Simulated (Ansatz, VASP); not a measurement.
# One calculation of TePb, two programs

POSCAR

```
TePb
1.0
    4.6330712390      0.0000000000      0.0000000000
   -2.3165356195      4.0123573905      0.0000000000
    0.0000000000      0.0000000000      8.0812102411
Pb Te
2 2
Direct
    0.0000000000      0.0000000000      0.0000000000
    0.0000000000      0.0000000000      0.5000000000
    0.3333333333      0.6666666667      0.2500000000
    0.6666666667      0.3333333333      0.7500000000
```

Contents of INCAR.step1:

```
PREC = Accurate
ENCUT = 520
ISMEAR = -1
SIGMA = 0.02
LREAL = False
LASPH = True
NELM = 100
NBANDS = 28
GGA = PE
ALGO = Normal
EDIFF = 1E-4
LWAVE = True
LCHARG = False
```

Contents of INCAR.step2:

```
PREC = Accurate
ENCUT = 520
EDIFF = 1E-6
ISMEAR = -1
SIGMA = 0.02
LREAL = False
LASPH = True
NELM = 100
ALGO = Normal
ISIF = 2
LWAVE = False
LCHARG = True
METAGGA = R2SCAN
LMIXTAU = True
LELF = True
LVHAR = True
NBANDS = 28
ISTART = 1
```

The input KPOINTS:

```
Automatic mesh
0
Gamma
  6 6 4
```

Input for Ansatz:

```yaml
crystal:
  lattice:
    - [4.633071239, 0.0, 0.0]
    - [-2.3165356195, 4.0123573905, 0.0]
    - [0.0, 0.0, 8.0812102411]
  atoms:
    - { symbol: Pb, position: [0.0, 0.0, 0.0] }
    - { symbol: Pb, position: [0.0, 0.0, 0.5] }
    - { symbol: Te, position: [0.3333333333, 0.6666666667, 0.25] }
    - { symbol: Te, position: [0.6666666667, 0.3333333333, 0.75] }
kpoints:
  mp_grid: { grid: [6, 6, 4] }
hamiltonian:
  xc: r2scan
scf:
  occupations: { method: fermi_dirac, width: 0.02 }
  n_extra_bands: 5
output:
  forces: true
  stress: true
  eigenvalues: true
```

Alike in both runs: task single point; functional r2SCAN; k mesh 6 × 6 × 4; occupations fermi-dirac, width 0.02 eV; no spin polarisation.

|  | VASP | Ansatz |
| --- | --- | --- |
| version | VASP 6.6.1 | Ansatz 0.2.0 |
| potentials or method | VASP PAW PBE potentials, release 64 (Pb_d, Te) | plane waves, PAW |
| plane-wave cutoff (eV) | 520 | 500 |
| valence electrons in the cell | 40 | 60 |

|  | VASP | Ansatz | Ansatz less VASP |
| --- | --- | --- | --- |
| pressure (GPa) | -2.1 | -2.1 | +0.01 |
| traceless stress, the component that is largest in VASP (GPa) | -0.27 | -0.27 | +0.003 |

VASP's potentials were made for PBE, not for r2SCAN. With one functional, cell and mesh, what is left measures potentials, basis and numerics. VASP's potentials hold 40 valence electrons a cell and Ansatz's 60, so a difference there can come from the potentials and not from the codes.

Neither program's run includes spin-orbit coupling.
